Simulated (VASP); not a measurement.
# SrTiO (P4/mmm) in VASP: notebook

SrTiO is run at these levels: PBE; tasks: single point, relaxation of cell and atoms.

All numbers are computed with VASP 6.6.1; they aren't measurements. Logs are shortened: lines on timing, memory, paths and dates and some standing lists are left out, and cuts for length are marked.

## (1) The cell of the first run

It takes space group P4/mmm (No. 123, tetragonal). Conventional cell: a = 3.394 Å, b = 3.394 Å, c = 5.373 Å, α = 90.00°, β = 90.00°, γ = 90.00°. Sr (site symmetry 4/mmm) has 4 O at 2.40 Å and 2 Ti at 2.69 Å within 3.2 Å. Ti (site symmetry 4/mmm) has 2 Sr at 2.69 Å and 4 Ti at 3.39 Å and 8 O at 3.60 Å within 3.7 Å. Within 3.2 Å of O (site symmetry 4/mmm) lie 4 Sr at 2.40 Å.

The cell was built from a structure type or drawn by symmetry, and may not be a known phase.

## (2) Single point, PBE, collinear spin

File INCAR:

```
ALGO = Normal
EDIFF = 1E-6
ENCUT = 520
GGA = PE
ISIF = 2
ISMEAR = 0
ISPIN = 2
LASPH = True
LCHARG = False
LMAXMIX = 4
LORBIT = 11
LREAL = False
LWAVE = False
MAGMOM = 0 1 0
NBANDS = 25
NELM = 150
PREC = Accurate
SIGMA = 0.1
```

File KPOINTS:

```
k-points
0
Gamma
  6 6 4
```

File POSCAR:

```
SrTiO
1.0
    3.3942894100      0.0000000000      0.0000000000
    0.0000000000      3.3942894100      0.0000000000
    0.0000000000      0.0000000000      5.3730974500
Sr Ti O
1 1 1
Direct
    0.5000000000      0.5000000000      0.0000000000
    0.5000000000      0.5000000000      0.5000000000
    0.0000000000      0.0000000000      0.0000000000
```

Potentials or basis: VASP PAW PBE potentials, release 64 (Sr_sv, Ti_sv, O).

Command:

```
cat potpaw_PBE.64/Sr_sv/POTCAR potpaw_PBE.64/Ti_sv/POTCAR potpaw_PBE.64/O/POTCAR > POTCAR
mpirun -np 1 vasp_std > vasp.out
```

OUTCAR:

```text
EDIFF = 1E-6
   ENCUT = 520
   GGA = PE
   ISIF = 2
   ISMEAR = 0
   ISPIN = 2
   LASPH = True
   LORBIT = 11
   LREAL = False
   NELM = 150
   PREC = Accurate

 ion  position               nearest neighbor table
   1  0.500  0.500  0.000-   3 2.40   3 2.40   3 2.40   3 2.40   2 2.69   2 2.69
   2  0.500  0.500  0.500-   1 2.69   1 2.69
   3  0.000  0.000  0.000-   1 2.40   1 2.40   1 2.40   1 2.40

  LATTYP: Found a simple tetragonal cell.
 ALAT       =     3.3942894100
 C/A-ratio  =     1.5829815319

  Lattice vectors:

 A1 = (   3.3942894100,   0.0000000000,   0.0000000000)
 A2 = (   0.0000000000,   3.3942894100,   0.0000000000)
 A3 = (   0.0000000000,   0.0000000000,   5.3730974500)

Analysis of symmetry for initial positions (statically):
=====================================================================
 Subroutine PRICEL returns:
 Original cell was already a primitive cell.

 Routine SETGRP: Setting up the symmetry group for a
 simple tetragonal supercell.

 Subroutine GETGRP returns: Found 16 space group operations
 (whereof 16 operations were pure point group operations)
 out of a pool of 16 trial point group operations.

The static configuration has the point symmetry D_4h.

Analysis of symmetry for dynamics (positions and initial velocities):
=====================================================================
 Subroutine PRICEL returns:
 Original cell was already a primitive cell.

 Routine SETGRP: Setting up the symmetry group for a
 simple tetragonal supercell.

 Subroutine GETGRP returns: Found 16 space group operations
 (whereof 16 operations were pure point group operations)
 out of a pool of 16 trial point group operations.

The dynamic configuration has the point symmetry D_4h.

Analysis of structural, dynamic, and magnetic symmetry:
=====================================================================
 Subroutine PRICEL returns:
 Original cell was already a primitive cell.

 Routine SETGRP: Setting up the symmetry group for a
 simple tetragonal supercell.

 Subroutine GETGRP returns: Found 16 space group operations
 (whereof 16 operations were pure point group operations)
 out of a pool of 16 trial point group operations.

The overall configuration has the point symmetry D_4h.

 Subroutine INISYM returns: Found 16 space group operations
 (whereof 16 operations are pure point group operations),
 and found     1 'primitive' translations

----------------------------------------------------------------------------------------

                                     Primitive cell

  volume of cell :      61.9045

  direct lattice vectors                    reciprocal lattice vectors
     3.394289410  0.000000000  0.000000000     0.294612474  0.000000000  0.000000000
     0.000000000  3.394289410  0.000000000     0.000000000  0.294612474  0.000000000
     0.000000000  0.000000000  5.373097450     0.000000000  0.000000000  0.186112388

  length of vectors
     3.394289410  3.394289410  5.373097450     0.294612474  0.294612474  0.186112388

  position of ions in fractional coordinates (direct lattice)
     0.500000000  0.500000000  0.000000000
     0.500000000  0.500000000  0.500000000
     0.000000000  0.000000000  0.000000000

  ion indices of the primitive-cell ions
   primitive index   ion index
                 1           1
                 2           2
                 3           3

----------------------------------------------------------------------------------------

 KPOINTS: k-points

Automatic generation of k-mesh.
 Grid dimensions read from file:
 generate k-points for:    6    6    4

 Generating k-lattice:

  Cartesian coordinates                     Fractional coordinates (reciprocal lattice)
     0.049102079  0.000000000  0.000000000     0.166666667  0.000000000  0.000000000
     0.000000000  0.049102079  0.000000000     0.000000000  0.166666667  0.000000000
     0.000000000  0.000000000  0.046528097     0.000000000  0.000000000  0.250000000

  Length of vectors
     0.049102079  0.049102079  0.046528097

  Shift w.r.t. Gamma in fractional coordinates (k-lattice)
     0.000000000  0.000000000  0.000000000

 Subroutine IBZKPT returns following result:
 ===========================================

 Found     30 irreducible k-points:

 Following reciprocal coordinates:
            Coordinates               Weight
  0.000000  0.000000  0.000000      1.000000
  0.166667  0.000000  0.000000      4.000000
  0.333333  0.000000  0.000000      4.000000
  0.500000  0.000000  0.000000      2.000000
  0.166667  0.166667  0.000000      4.000000
  0.333333  0.166667  0.000000      8.000000
[... 16 lines left out ...]
  0.333333  0.000000  0.500000      4.000000
  0.500000  0.000000  0.500000      2.000000
 [... further k-points ...]
   k-points           NKPTS =     30   k-points in BZ     NKDIM =     30   number of bands    NBANDS=     25
   number of dos      NEDOS =    301   number of ions     NIONS =      3
   total plane-waves  NPLWV =  31360
   dimension x,y,z NGX =    28 NGY =   28 NGZ =   40
   dimension x,y,z NGXF=    56 NGYF=   56 NGZF=   80
   ions per type =               1   1   1
   NGX,Y,Z   is equivalent  to a cutoff of  13.71, 13.71, 12.38 a.u.
   NGXF,Y,Z  is equivalent  to a cutoff of  27.43, 27.43, 24.75 a.u.
 SYSTEM =  unknown system
   PREC   = accura    normal or accurate (medium, high low for compatibility)
   ISTART =      0    job   : 0-new  1-cont  2-samecut
   ICHARG =      2    charge: 1-file 2-atom 10-const
   ISPIN  =      2    spin polarized calculation?
   LNONCOLLINEAR =      F non collinear calculations
   LSORBIT =      F    spin-orbit coupling
   LASPH  =      T    aspherical Exc in radial PAW
   ENCUT  =  520.0 eV  38.22 Ry    6.18 a.u.   6.31  6.31  9.99*2*pi/ulx,y,z
   NELM   =    150;   NELMIN=  2; NELMDL= -5     # of ELM steps
   EDIFF  = 0.1E-05   stopping-criterion for ELM
   LREAL  =      F    real-space projection
   EDIFFG = 0.1E-04   stopping-criterion for IOM
   NSW    =      0    number of steps for IOM
   IBRION =     -1    ionic relax: 0-MD 1-quasi-New 2-CG
   NFREE  =      0    steps in history (QN), initial steepest desc. (CG)
   ISIF   =      2    stress and relaxation
   ISYM   =      2    0-nonsym 1-usesym 2-fastsym
   POTIM  = 0.5000    time-step for ionic-motion
   TEBEG  =    0.0;   TEEND  =   0.0 temperature during run
   PSTRESS=    0.0 pullay stress
   NELECT =      28.0000    total number of electrons
   NUPDOWN=      -1.0000    fix difference up-down
   EMIN   =  10.00;   EMAX   =-10.00  energy-range for DOS
   EFERMI =   0.00;   METHOD = LEGACY
   ISMEAR =     0;   SIGMA  =   0.10  broadening in eV -4-tet -1-fermi 0-gaus
   EFERMI_NEDOS =   21; number of points for ismear=-14 and -15
   IALGO  =     38    algorithm
   IMIX   =      4    mixing-type and parameters
     AMIX     =   0.40;   BMIX     =  1.00
     AMIX_MAG =   1.60;   BMIX_MAG =  1.00
  volume/ion in A,a.u.               =      20.63       139.25
  Fermi-wavevector in a.u.,A,eV,Ry     =   1.256666  2.374755 21.486464  1.579211
  Thomas-Fermi vector in A             =   2.390363
   LORBIT       =     11    0 simple, 1 ext, 2 COOP (PROOUT), +10 PAW based schemes
   GGA     = PE    functional components
   LHFCALC =     F    Hartree Fock is set to
   AEXX    =    0.0000 exact exchange contribution
   IVDW    =     0    specifies the selected vdW correction
   LEPSILON=     F    determine dielectric tensor
   LRPA    =     F    only Hartree local field effects (RPA)
 spin polarized calculation
 Gauss-broadening in eV      SIGMA  =   0.10
  energy-cutoff  :      520.00
  volume of cell :       61.90
 maximum number of plane-waves:      1692
 NGX is ok and might be reduce to    28
   NGX = 13   NGY = 13   NGZ = 19

 number of electron      28.0000000 magnetization       3.0458304

 Free energy of the ion-electron system (eV)
  ---------------------------------------------------
  ext. energy  EPLUGINS =         0.00000000
  ---------------------------------------------------
  free energy    TOTEN  =       -14.41892984 eV

  energy without entropy =      -14.40231339  energy(sigma->0) =      -14.41062162

 E-fermi :   3.7159     XC(G=0):  -9.6293

 val. band max:        3.7155729576   @ k =   0.3333   0.1667   0.0000
 cond. band min:       3.7408688213   @ k =   0.3333   0.3333   0.0000
 fundamental gap:      0.0252958637
 Fermi energy:         3.7159121699

 spin component 1

 k-point     1 :       0.0000    0.0000    0.0000
  band No.  band energies     occupation
      1     -54.0403      1.00000
      2     -30.4744      1.00000
      3     -30.2928      1.00000
      4     -30.2928      1.00000
      5     -30.1572      1.00000
      6     -12.9196      1.00000
[... 17 lines left out ...]
     24      12.4263      0.00000
     25      13.2091      0.00000

 k-point     2 :       0.1667    0.0000    0.0000
  band No.  band energies     occupation
      1     -54.0389      1.00000
      2     -30.4725      1.00000
      3     -30.3117      1.00000
      4     -30.2913      1.00000
      5     -30.1309      1.00000
      6     -13.5869      1.00000
[... 17 lines left out ...]
     24      11.5662      0.00000
     25      13.1537      0.00000

 k-point     3 :       0.3333    0.0000    0.0000
  band No.  band energies     occupation
      1     -54.0361      1.00000
      2     -30.4687      1.00000
      3     -30.3493      1.00000
      4     -30.2884      1.00000
      5     -30.0776      1.00000
      6     -14.3653      1.00000
[... 552 lines left out ...]
 k-point    23 :       0.3333    0.0000    0.5000
  band No.  band energies     occupation
      1     -54.0360      1.00000
      2     -30.6880      1.00000
      3     -30.3491      1.00000
      4     -30.2883      1.00000
      5     -29.8304      1.00000
      6     -14.3678      1.00000
[... 17 lines left out ...]
     24      11.4938      0.00000
     25      14.4932      0.00000

 k-point    24 :       0.5000    0.0000    0.5000
  band No.  band energies     occupation
      1     -54.0346      1.00000
      2     -30.6786      1.00000
      3     -30.3679      1.00000
      4     -30.2869      1.00000
      5     -29.8111      1.00000
      6     -14.6702      1.00000
[... 17 lines left out ...]
     24      11.4479      0.00000
     25      15.1517      0.00000

 [... further k-points ...]

 spin component 2

 k-point     1 :       0.0000    0.0000    0.0000
  band No.  band energies     occupation
      1     -52.1670      1.00000
      2     -30.0802      1.00000
      3     -28.5083      1.00000
      4     -28.5083      1.00000
      5     -28.4015      1.00000
      6     -12.8245      1.00000
[... 17 lines left out ...]
     24      12.4822      0.00000
     25      14.3906      0.00000

 k-point     2 :       0.1667    0.0000    0.0000
  band No.  band energies     occupation
      1     -52.1655      1.00000
      2     -30.0539      1.00000
      3     -28.5273      1.00000
      4     -28.5067      1.00000
      5     -28.3995      1.00000
      6     -13.5041      1.00000
[... 17 lines left out ...]
     24      12.2197      0.00000
     25      13.2182      0.00000

 k-point     3 :       0.3333    0.0000    0.0000
  band No.  band energies     occupation
      1     -52.1627      1.00000
      2     -30.0004      1.00000
      3     -28.5653      1.00000
      4     -28.5037      1.00000
      5     -28.3955      1.00000
      6     -14.2888      1.00000
[... 552 lines left out ...]
 k-point    23 :       0.3333    0.0000    0.5000
  band No.  band energies     occupation
      1     -52.1626      1.00000
      2     -30.0750      1.00000
      3     -28.5652      1.00000
      4     -28.5036      1.00000
      5     -28.2920      1.00000
      6     -14.2909      1.00000
[... 17 lines left out ...]
     24      12.0101      0.00000
     25      14.5798      0.00000

 k-point    24 :       0.5000    0.0000    0.5000
  band No.  band energies     occupation
      1     -52.1611      1.00000
      2     -30.0488      1.00000
      3     -28.5840      1.00000
      4     -28.5020      1.00000
      5     -28.2893      1.00000
      6     -14.5949      1.00000
[... 17 lines left out ...]
     24      12.2445      0.00000
     25      15.2575      0.00000

 [... further k-points ...]

------------------------ aborting loop because EDIFF is reached ----------------------------------------

  FORCE on cell =-STRESS in cart. coord.  units (eV):
  Direction    XX          YY          ZZ          XY          YZ          ZX
  --------------------------------------------------------------------------------------
  -------------------------------------------------------------------------------------
  Total        0.0324137      0.0324137      9.8040786      0.0000000      0.0000000     -0.0000000
  in kB        0.8389138      0.8389138    253.7434925      0.0000000      0.0000000     -0.0000000
  external PRESSURE =      85.1404400 kB  Pullay stress =       0.0000000 kB

 VOLUME and BASIS-vectors are now :
 -----------------------------------------------------------------------------
  energy-cutoff  :      520.00
  volume of cell :       61.90
      direct lattice vectors                 reciprocal lattice vectors
     3.394289410  0.000000000  0.000000000     0.294612474  0.000000000  0.000000000
     0.000000000  3.394289410  0.000000000     0.000000000  0.294612474  0.000000000
     0.000000000  0.000000000  5.373097450     0.000000000  0.000000000  0.186112388

 POSITION                                       TOTAL-FORCE (eV/Angst)
 -----------------------------------------------------------------------------------
      1.69714      1.69714      0.00000         0.000000      0.000000      0.000000
      1.69714      1.69714      2.68655         0.000000      0.000000      0.000000
      0.00000      0.00000      0.00000         0.000000      0.000000      0.000000
 -----------------------------------------------------------------------------------
    total drift:                                0.000000      0.000000      0.000000

  FREE ENERGIE OF THE ION-ELECTRON SYSTEM (eV)
  ---------------------------------------------------
  free  energy   TOTEN  =       -14.4189298443 eV

  energy  without entropy=      -14.4023133922  energy(sigma->0) =      -14.41062162

 total charge

# of ion       s       p       d       tot
------------------------------------------
    1        2.041   5.809   0.424   8.273
    2        2.197   5.981   2.046  10.224
    3        1.574   3.381   0.000   4.955
--------------------------------------------------
tot          5.812  15.170   2.470  23.452

 magnetization (x)

# of ion       s       p       d       tot
------------------------------------------
    1        0.016   0.009   0.105   0.130
    2        0.051   0.034   1.917   2.003
    3        0.003   0.051   0.000   0.055
--------------------------------------------------
tot          0.071   0.094   2.022   2.187
```

Run time: 3.5 min. Hardware: 1 thread of Intel Xeon 8259CL, shared host; peak memory 0.25 GiB.

Results:

```yaml
Free_energy: -14.4189 eV
Pressure: 8.5 GPa
Net_moment: 3.05 μB per cell
Site_moments: Sr +0.13; Ti +2.00; O +0.06 μB
Valence_electrons_inside_the_program's_atomic_spheres: Sr 8.27; Ti 10.22; O 4.96
```

Stress tensor (GPa, compression positive):
```
 0.08  0.00  0.00
 0.00  0.08  0.00
 0.00  0.00 25.37
```

Caveat: the cell stands under pressure.

## (3) Single point, PBE, collinear spin

This run uses another cell than the first one, of 29.62 Å³/atom.

File INCAR:

```
SYSTEM = SrTiO
PREC = Accurate ; ENCUT = 520
EDIFF = 1E-6 ; ISMEAR = 0
SIGMA = 0.1 ; LREAL = .FALSE.
LASPH = .TRUE. ; NELM = 150
ALGO = Normal ; ISIF = 2
LWAVE = .FALSE. ; LCHARG = .TRUE.
ISPIN = 2 ; MAGMOM = 0 1 0
LORBIT = 11 ; LMAXMIX = 4
GGA = PE ; LELF = .TRUE.
LVHAR = .TRUE. ; NBANDS = 25
```

File KPOINTS:

```
Automatic mesh
0
G
  6 6 4
  0 0 0
```

File POSCAR:

```
SrTiO
1.0
    3.3771791693      0.0000000000      0.0000000000
    0.0000000000      3.3771791693      0.0000000000
    0.0000000000      0.0000000000      7.7909953945
Sr Ti O
1 1 1
Direct
    0.5000000000      0.5000000000      0.0000000000
    0.5000000000      0.5000000000      0.5000000000
    0.0000000000      0.0000000000      0.0000000000
```

Potentials or basis: VASP PAW PBE potentials, release 64 (Sr_sv, Ti_sv, O).

Command:

```
cat potpaw_PBE.64/Sr_sv/POTCAR potpaw_PBE.64/Ti_sv/POTCAR potpaw_PBE.64/O/POTCAR > POTCAR
mpirun -np 1 vasp_std > vasp.out
```

Wall time 7.4 min (1 thread of Intel Xeon 8259CL, shared host); peak memory 0.31 GiB.

Results (log left out):

| Quantity | Value |
| --- | --- |
| Free energy | -15.7886 eV |
| Pressure | 0.4 GPa |
| Net moment | 2.83 μB per cell |
| Site moments | Sr +0.01; Ti +1.89; O -0.00 μB |
| Valence electrons inside the program's atomic spheres | Sr 8.14; Ti 10.06; O 4.98 |

Stress tensor (GPa, compression positive):
```
0.46 0.00 0.00
0.00 0.46 0.00
0.00 0.00 0.16
```

Levels at points of the mesh, in eV from the Fermi level:
Spin up:
| k point | band 12 | band 13 | band 14 | band 15 | band 16 | band 17 | band 18 | band 19 |
| --- | --- | --- | --- | --- | --- | --- | --- | --- |
| (0.00, 0.00, 0.00) | -1.08 | -0.73 | -0.08 | -0.08 | 0.77 | 0.77 | 1.12 | 1.17 |
| (0.50, 0.00, 0.00) | -1.63 | -1.44 | -0.31 | -0.29 | 0.09 | 0.51 | 0.87 | 2.12 |
| (0.50, 0.50, 0.00) | -0.15 | -0.15 | -0.10 | -0.10 | 0.02 | 1.24 | 2.83 | 2.83 |
| (0.00, 0.00, 0.50) | -1.08 | -0.28 | -0.19 | -0.08 | -0.08 | 0.78 | 0.78 | 1.12 |
| (0.50, 0.00, 0.50) | -1.61 | -1.43 | -0.53 | -0.17 | 0.39 | 0.51 | 0.87 | 2.22 |
| (0.50, 0.50, 0.50) | -0.22 | -0.22 | 0.01 | 0.01 | 0.13 | 1.24 | 2.53 | 2.53 |
Spin down:
| k point | band 9 | band 10 | band 11 | band 12 | band 13 | band 14 | band 15 | band 16 |
| --- | --- | --- | --- | --- | --- | --- | --- | --- |
| (0.00, 0.00, 0.00) | -14.46 | -2.51 | -1.21 | -0.09 | -0.09 | 0.77 | 1.12 | 2.10 |
| (0.50, 0.00, 0.00) | -12.66 | -2.28 | -1.65 | -1.53 | 0.06 | 1.01 | 1.05 | 1.75 |
| (0.50, 0.50, 0.00) | -14.98 | -0.69 | -0.11 | -0.11 | 0.12 | 1.34 | 1.34 | 2.21 |
| (0.00, 0.00, 0.50) | -14.46 | -2.54 | -0.81 | -0.09 | -0.09 | 0.56 | 0.77 | 1.72 |
| (0.50, 0.00, 0.50) | -12.66 | -2.27 | -1.65 | -1.54 | 0.12 | 0.88 | 1.26 | 1.90 |
| (0.50, 0.50, 0.50) | -14.98 | -0.73 | -0.12 | -0.12 | 0.19 | 1.41 | 1.41 | 2.41 |

[end of part 1 of 2]
